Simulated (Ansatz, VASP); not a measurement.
Two plane-wave programs on Sr3Zn

File INCAR:

```
PREC = Accurate ; ENCUT = 520
EDIFF = 1E-6 ; ISMEAR = 1
SIGMA = 0.1 ; LREAL = False
LASPH = True ; NELM = 60
ALGO = Normal ; ISIF = 2
LWAVE = False ; LCHARG = False
GGA = PE ; NBANDS = 29
```

The input KPOINTS:

```
Automatic mesh
0
Gamma
  4 4 4
```

Contents of POSCAR:

```
Sr3Zn
1.0
    5.6223414055      0.0000000000      0.0000000000
    0.0000000000      5.6223414055      0.0000000000
    0.0000000000      0.0000000000      5.6223414055
Sr Zn
3 1
Direct
    0.5000000000      0.0000000000      0.5000000000
    0.5000000000      0.5000000000      0.0000000000
    0.0000000000      0.5000000000      0.5000000000
    0.0000000000      0.0000000000      0.0000000000
```

Input for Ansatz:

```yaml
crystal:
  lattice:
    - [5.622341405510036, 0.0, 0.0]
    - [0.0, 5.622341405510036, 0.0]
    - [0.0, 0.0, 5.622341405510036]
  atoms:
    - { symbol: Sr, position: [0.5, 0.0, 0.5] }
    - { symbol: Sr, position: [0.5, 0.5, 0.0] }
    - { symbol: Sr, position: [0.0, 0.5, 0.5] }
    - { symbol: Zn, position: [0.0, 0.0, 0.0] }
basis:
  ecutwfc: 550.0
kpoints:
  mp_grid:
    grid: [4, 4, 4]
hamiltonian:
  xc: pbe
scf:
  occupations:
    method: methfessel_paxton
output:
  stress: true
```

Alike in both runs: task single point; functional PBE; k mesh 4 × 4 × 4; no spin polarisation.

|  | VASP | Ansatz |
| --- | --- | --- |
| version | VASP 6.6.1 | Ansatz 0.2.0 |
| potentials or method | VASP PAW PBE potentials, release 64 (Sr_sv, Zn), cutoff 520 eV | plane waves, PAW |
| occupations | methfessel-paxton of order 1, width 0.1 eV | methfessel-paxton of order 1 |
| valence electrons in the cell | 42 | 42 |

|  | VASP | Ansatz | Ansatz less VASP |
| --- | --- | --- | --- |
| pressure (GPa) | -1.0 | -1.0 | -0.01 |
